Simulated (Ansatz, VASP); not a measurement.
# Fe3Co: VASP beside Ansatz

```xyz
4
Lattice="4.0236 0.0000 0.0000 0.0000 4.0236 0.0000 0.0000 0.0000 2.8277" Properties=species:S:1:pos:R:3 pbc="T T T"
Fe    2.0118    2.0118    0.0000
Fe    2.0118    0.0000    1.4139
Fe    0.0000    2.0118    1.4139
Co    0.0000    0.0000    0.0000
```

Alike in both runs: task single point; functional PBEsol; k mesh 5 × 5 × 7; occupations gaussian, width 0.01 eV; collinear spin.

|  | VASP | Ansatz |
| --- | --- | --- |
| version | VASP 6.6.1 | Ansatz 0.2.0 |
| potentials or method | VASP PAW PBE potentials, release 64 (Fe, Co), cutoff 600 eV | scalar-relativistic, plane waves, PAW |
| valence electrons in the cell | 33 | 65 |

```tsv
	VASP	Ansatz	Ansatz less VASP
gap on the k mesh at the Fermi level (eV)	none	none	-
pressure (GPa)	-8.5	-8.2	+0.36
traceless stress, the component that is largest in VASP (GPa)	0.58	0.58	-0.003
net moment per atom (μB)	2.29	2.29	0.000
size of the moment on the site where the two differ most (μB)	1.71	1.79	+0.080
```

VASP's potentials were made for PBE, not for PBEsol. Site moments also hang on the region over which each program counts them. A gap of «none» marks a metal or a gap that the smearing closes. VASP's potentials hold 33 valence electrons a cell and Ansatz's 65, so a difference there can come from the potentials and not from the codes.
